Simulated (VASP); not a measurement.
# In2Ge2O3 (Immm) in VASP: notebook, part 2 of 2

VASP 6.6.1. The steps go on from the part before.

## 3. Relaxation of cell and atoms, PBE

This run uses another cell than the first one, of 18.33 Å³/atom.

The input, INCAR:

```
PREC     = Accurate       # precision mode
ENCUT    = 600            # plane-wave cutoff, eV
EDIFF    = 1E-7           # SCF threshold, eV
ISMEAR   = 0              # smearing method
SIGMA    = 0.15           # smearing width, eV
LREAL    = False          # projectors in reciprocal space
LASPH    = True           # aspherical terms in the spheres
NELM     = 100            # most SCF steps
ALGO     = Normal         # electronic algorithm
ISIF     = 3              # what is computed and relaxed
LWAVE    = False          # write WAVECAR
LCHARG   = False          # write CHGCAR
GGA      = PE             # functional
IBRION   = 2              # ionic algorithm
NSW      = 36             # ionic steps
EDIFFG   = -0.08          # ionic threshold
```

The input, KPOINTS:

```
regular mesh
0
Gamma
  4 4 4
```

The input, POSCAR:

```
In2Ge2O3
1.0
   -2.1895402700      2.8564012300      5.1281470000
    2.1895402700     -2.8564012300      5.1281470000
    2.1895402700      2.8564012300     -5.1281470000
In Ge O
2 2 3
Direct
    0.0000000000      0.0000000000      0.0000000000
    0.5000000000      0.0000000000      0.5000000000
    0.7726682400      0.7726682400      0.0000000000
    0.2273317600      0.2273317600      0.0000000000
    0.7743222400      0.2743222400      0.5000000000
    0.2256777600      0.7256777600      0.5000000000
    0.0000000000      0.5000000000      0.5000000000
```

Potentials or basis: VASP PAW PBE potentials, release 64 (In_d, Ge_d, O).

Launch:

```
$ cat potpaw_PBE.64/In_d/POTCAR potpaw_PBE.64/Ge_d/POTCAR potpaw_PBE.64/O/POTCAR > POTCAR
$ mpirun -np 1 vasp_std > vasp.out
```

OUTCAR:

```text
PREC = Accurate
   ENCUT = 600
   EDIFF = 1E-7
   ISMEAR = 0
   LREAL = False
   LASPH = True
   NELM = 100
   ISIF = 3
   GGA = PE
   IBRION = 2
   NSW = 36
   EDIFFG = -0.08

 ion  position               nearest neighbor table
   1  0.000  0.000  0.000-   7 2.19   7 2.19   3 2.33   4 2.33   2 2.86   2 2.86
   2  0.500  0.000  0.500-   5 2.81   6 2.81   1 2.86   1 2.86
   3  0.773  0.773  0.000-   5 2.19   5 2.19   1 2.33
   4  0.227  0.227  0.000-   6 2.19   6 2.19   1 2.33
   5  0.774  0.274  0.500-   3 2.19   3 2.19   2 2.81
   6  0.226  0.726  0.500-   4 2.19   4 2.19   2 2.81
   7  0.000  0.500  0.500-   1 2.19   1 2.19

  LATTYP: Found a body centered orthorhombic cell.
 ALAT       =     4.3790805400
 B/A-ratio  =     1.3045666568
 C/A-ratio  =     2.3421112963

  Lattice vectors:

 A1 = (  -2.1895402700,   2.8564012300,   5.1281470000)
 A2 = (   2.1895402700,  -2.8564012300,   5.1281470000)
 A3 = (   2.1895402700,   2.8564012300,  -5.1281470000)

Analysis of symmetry for initial positions (statically):
=====================================================================
 Subroutine PRICEL returns:
 Original cell was already a primitive cell.

 Routine SETGRP: Setting up the symmetry group for a
 body centered orthorhombic supercell.

 Subroutine GETGRP returns: Found  8 space group operations
 (whereof  8 operations were pure point group operations)
 out of a pool of  8 trial point group operations.

The static configuration has the point symmetry D_2h.

Analysis of symmetry for dynamics (positions and initial velocities):
=====================================================================
 Subroutine PRICEL returns:
 Original cell was already a primitive cell.

 Routine SETGRP: Setting up the symmetry group for a
 body centered orthorhombic supercell.

 Subroutine GETGRP returns: Found  8 space group operations
 (whereof  8 operations were pure point group operations)
 out of a pool of  8 trial point group operations.

The dynamic configuration has the point symmetry D_2h.

 Subroutine INISYM returns: Found  8 space group operations
 (whereof  8 operations are pure point group operations),
 and found     1 'primitive' translations

----------------------------------------------------------------------------------------

                                     Primitive cell

  volume of cell :     128.2899

  direct lattice vectors                    reciprocal lattice vectors
    -2.189540270  2.856401230  5.128147000     0.000000000  0.175045436  0.097501105
     2.189540270 -2.856401230  5.128147000     0.228358440  0.000000000  0.097501105
     2.189540270  2.856401230 -5.128147000     0.228358440  0.175045436  0.000000000

  length of vectors
     6.265062349  6.265062349  6.265062349     0.200368087  0.248302321  0.287729877

  position of ions in fractional coordinates (direct lattice)
     0.000000000  0.000000000  0.000000000
     0.500000000  0.000000000  0.500000000
     0.772668240  0.772668240  0.000000000
     0.227331760  0.227331760  0.000000000
     0.774322240  0.274322240  0.500000000
     0.225677760  0.725677760  0.500000000
     0.000000000  0.500000000  0.500000000

  ion indices of the primitive-cell ions
   primitive index   ion index
                 1           1
                 2           2
                 3           3
                 4           4
                 5           5
                 6           6
                 7           7

----------------------------------------------------------------------------------------

 KPOINTS: regular mesh

Automatic generation of k-mesh.
 Grid dimensions read from file:
 generate k-points for:    4    4    4

 Generating k-lattice:

  Cartesian coordinates                     Fractional coordinates (reciprocal lattice)
     0.000000000  0.043761359  0.024375276     0.250000000  0.000000000  0.000000000
     0.057089610  0.000000000  0.024375276    -0.000000000  0.250000000  0.000000000
     0.057089610  0.043761359  0.000000000    -0.000000000  0.000000000  0.250000000

  Length of vectors
     0.050092022  0.062075580  0.071932469

  Shift w.r.t. Gamma in fractional coordinates (k-lattice)
     0.000000000  0.000000000  0.000000000

 Subroutine IBZKPT returns following result:
 ===========================================

 Found     18 irreducible k-points:

 Following reciprocal coordinates:
            Coordinates               Weight
  0.000000  0.000000  0.000000      1.000000
  0.250000  0.000000  0.000000      4.000000
  0.500000  0.000000  0.000000      2.000000
  0.000000  0.250000  0.000000      4.000000
  0.250000  0.250000  0.000000      8.000000
  0.500000  0.250000  0.000000      8.000000
[... 10 lines left out ...]
 -0.250000 -0.250000  0.250000      2.000000
  0.500000  0.500000  0.500000      1.000000
   k-points           NKPTS =     18   k-points in BZ     NKDIM =     18   number of bands    NBANDS=     43
   number of dos      NEDOS =    301   number of ions     NIONS =      7
   total plane-waves  NPLWV = 125000
   dimension x,y,z NGX =    50 NGY =   50 NGZ =   50
   dimension x,y,z NGXF=   100 NGYF=  100 NGZF=  100
   ions per type =               2   2   3
   NGX,Y,Z   is equivalent  to a cutoff of  13.27, 13.27, 13.27 a.u.
   NGXF,Y,Z  is equivalent  to a cutoff of  26.54, 26.54, 26.54 a.u.
 SYSTEM =  unknown system
   PREC   = accura    normal or accurate (medium, high low for compatibility)
   ISTART =      0    job   : 0-new  1-cont  2-samecut
   ICHARG =      2    charge: 1-file 2-atom 10-const
   ISPIN  =      1    spin polarized calculation?
   LNONCOLLINEAR =      F non collinear calculations
   LSORBIT =      F    spin-orbit coupling
   LASPH  =      T    aspherical Exc in radial PAW
   ENCUT  =  600.0 eV  44.10 Ry    6.64 a.u.  12.51 12.51 12.51*2*pi/ulx,y,z
   NELM   =    100;   NELMIN=  2; NELMDL= -5     # of ELM steps
   EDIFF  = 0.1E-06   stopping-criterion for ELM
   LREAL  =      F    real-space projection
   EDIFFG = -.8E-01   stopping-criterion for IOM
   NSW    =     36    number of steps for IOM
   IBRION =      2    ionic relax: 0-MD 1-quasi-New 2-CG
   NFREE  =      1    steps in history (QN), initial steepest desc. (CG)
   ISIF   =      3    stress and relaxation
   ISYM   =      2    0-nonsym 1-usesym 2-fastsym
   POTIM  = 0.5000    time-step for ionic-motion
   TEBEG  =    0.0;   TEEND  =   0.0 temperature during run
   PSTRESS=    0.0 pullay stress
   NELECT =      72.0000    total number of electrons
   NUPDOWN=      -1.0000    fix difference up-down
   EMIN   =  10.00;   EMAX   =-10.00  energy-range for DOS
   EFERMI =   0.00;   METHOD = LEGACY
   ISMEAR =     0;   SIGMA  =   0.15  broadening in eV -4-tet -1-fermi 0-gaus
   EFERMI_NEDOS =   21; number of points for ismear=-14 and -15
   IALGO  =     38    algorithm
   IMIX   =      4    mixing-type and parameters
     AMIX     =   0.40;   BMIX     =  1.00
     AMIX_MAG =   1.60;   BMIX_MAG =  1.00
  volume/ion in A,a.u.               =      18.33       123.68
  Fermi-wavevector in a.u.,A,eV,Ry     =   1.350376  2.551841 24.810442  1.823516
  Thomas-Fermi vector in A             =   2.477886
   LORBIT       =      0    0 simple, 1 ext, 2 COOP (PROOUT), +10 PAW based schemes
   GGA     = PE    functional components
   LHFCALC =     F    Hartree Fock is set to
   AEXX    =    0.0000 exact exchange contribution
   IVDW    =     0    specifies the selected vdW correction
   LEPSILON=     F    determine dielectric tensor
   LRPA    =     F    only Hartree local field effects (RPA)
 conjugate gradient relaxation of ions
 non-spin polarized calculation
 Gauss-broadening in eV      SIGMA  =   0.15
  energy-cutoff  :      600.00
  volume of cell :      128.29
 maximum number of plane-waves:      4311
   NGX = 25   NGY = 25   NGZ = 25

--------------------------------------- Ionic step        1  -------------------------------------------

 number of electron      71.9999994 magnetization

 Free energy of the ion-electron system (eV)
  ---------------------------------------------------
  ext. energy  EPLUGINS =         0.00000000
  ---------------------------------------------------
  free energy    TOTEN  =       -27.58063373 eV

  energy without entropy =      -27.51619791  energy(sigma->0) =      -27.54841582

 E-fermi :   4.5610     XC(G=0): -10.0252

 val. band max:        4.5389656228   @ k =   0.2500   0.5000   0.0000
 cond. band min:       4.5878109122   @ k =   0.0000   0.2500   0.0000
 fundamental gap:      0.0488452894
 Fermi energy:         4.5609902302
[... 1777 lines left out ...]
  FREE ENERGIE OF THE ION-ELECTRON SYSTEM (eV)
  ---------------------------------------------------
  free  energy   TOTEN  =       -30.2828617167 eV

  energy  without entropy=      -30.2354199725  energy(sigma->0) =      -30.25914084

[... ionic steps 4 to 15 ...]

--------------------------------------- Ionic step       16  -------------------------------------------

 number of electron      71.9999995 magnetization

------------------------ aborting loop because EDIFF is reached ----------------------------------------
[... 77 lines left out ...]
--------------------------------------- Ionic step       18  -------------------------------------------

 number of electron      72.0000010 magnetization

 Free energy of the ion-electron system (eV)
  ---------------------------------------------------
  ext. energy  EPLUGINS =         0.00000000
  ---------------------------------------------------
  free energy    TOTEN  =       -30.89354133 eV

  energy without entropy =      -30.87005417  energy(sigma->0) =      -30.88179775

 E-fermi :   4.3138     XC(G=0):  -9.5237

 val. band max:        4.2903084281   @ k =  -0.2500   0.5000   0.2500
 cond. band min:       4.3994612876   @ k =   0.5000   0.2500   0.0000
 fundamental gap:      0.1091528595
 Fermi energy:         4.3138421329
[... 860 lines left out ...]
  FREE ENERGIE OF THE ION-ELECTRON SYSTEM (eV)
  ---------------------------------------------------
  free  energy   TOTEN  =       -30.8935413265 eV

  energy  without entropy=      -30.8700541726  energy(sigma->0) =      -30.88179775

 reached required accuracy - stopping structural energy minimisation
```

Run time: 46 min. Hardware: 1 thread of Oxide Virtual Turin-like, shared host; peak memory 0.41 GiB.

Results:

| Quantity | Value |
| --- | --- |
| Free energy | -30.8935 eV |
| Relaxed volume | 20.12 Å³/atom |
| Relaxed cell | a = 7.046 Å, b = 7.046 Å, c = 7.046 Å, α = 147.38°, β = 131.10°, γ = 60.02° |
| Space group after relaxing (to 0.1 Å) | Immm (No. 71) |
| Energy gained by relaxing | 473.3 meV/atom |
| Ionic steps | 18 |
| Pressure after relaxing | 0.1 GPa |
| Largest force after relaxing | 0.070 eV/Å |
| Band gap on the k mesh | zero (bands 36 and 37 overlap by 0.63 eV) |

Forces on the atoms (eV/Å):
```
In   0.000  0.000  0.000
In   0.000  0.000  0.000
Ge   0.000  0.000  0.070
Ge   0.000  0.000 -0.070
O    0.000  0.000  0.066
O    0.000  0.000 -0.066
O    0.000  0.000  0.000
```

Step by step:
| step | energy change (eV) | largest force (eV/Å) | pressure (GPa) | volume (Å³) |
| --- | --- | --- | --- | --- |
| 1 | 0.0000 | 4.1350 | 3.41 | 128.29 |
| 2 | -2.3029 | 1.4085 | -1.95 | 134.72 |
| 3 | -2.7022 | 0.9705 | -1.12 | 137.06 |
| 4 | -2.8761 | 0.6470 | 2.07 | 140.81 |
| 5 | -2.8870 | 0.5476 | 1.54 | 140.32 |
| 6 | -2.8889 | 0.4617 | 0.90 | 139.70 |
| 7 | -2.8901 | 0.4867 | 1.11 | 139.91 |
| 8 | -2.9451 | 0.4211 | -1.34 | 143.55 |
| 9 | -2.9455 | 0.4324 | -1.53 | 143.85 |
| 10 | -2.9909 | 0.4104 | -1.46 | 143.65 |
| 11 | -3.1040 | 0.3485 | -1.04 | 142.98 |
| 12 | -3.1977 | 0.2187 | 0.65 | 141.25 |
| 13 | -3.2236 | 0.2304 | -0.73 | 143.02 |
| 14 | -3.2239 | 0.2260 | -0.61 | 142.84 |
| 15 | -3.2660 | 0.0996 | 0.00 | 141.66 |
| 16 | -3.2940 | 0.1209 | 1.28 | 139.50 |
| 17 | -3.3123 | 0.0752 | 0.30 | 140.59 |
| 18 | -3.3129 | 0.0700 | 0.10 | 140.83 |

Final structure:
```yaml
crystal:
  lattice:
    - [-1.97887, 2.91613, 6.10104]
    - [1.97887, -2.91613, 6.10104]
    - [1.97887, 2.91613, -6.10104]
  atoms:
    - { symbol: In, position: [0.00000, 0.00000, 0.00000] }
    - { symbol: In, position: [0.50000, 0.00000, 0.50000] }
    - { symbol: Ge, position: [0.69579, 0.69579, 0.00000] }
    - { symbol: Ge, position: [0.30421, 0.30421, 0.00000] }
    - { symbol: O, position: [0.73394, 0.23394, 0.50000] }
    - { symbol: O, position: [0.26606, 0.76606, 0.50000] }
    - { symbol: O, position: [0.00000, 0.50000, 0.50000] }
```

Caveat: the k points lie up to 0.42 Å⁻¹ apart in the final cell, too coarse for converged energies and pressures of a metal; spin-orbit coupling is left out, which moves the levels of the heavy elements; the relaxation stopped at a loose force limit of 0.08 eV/Å, so its end isn't a converged minimum.

The gap in the log of VASP goes by the Fermi energy; the results here count the filled bands.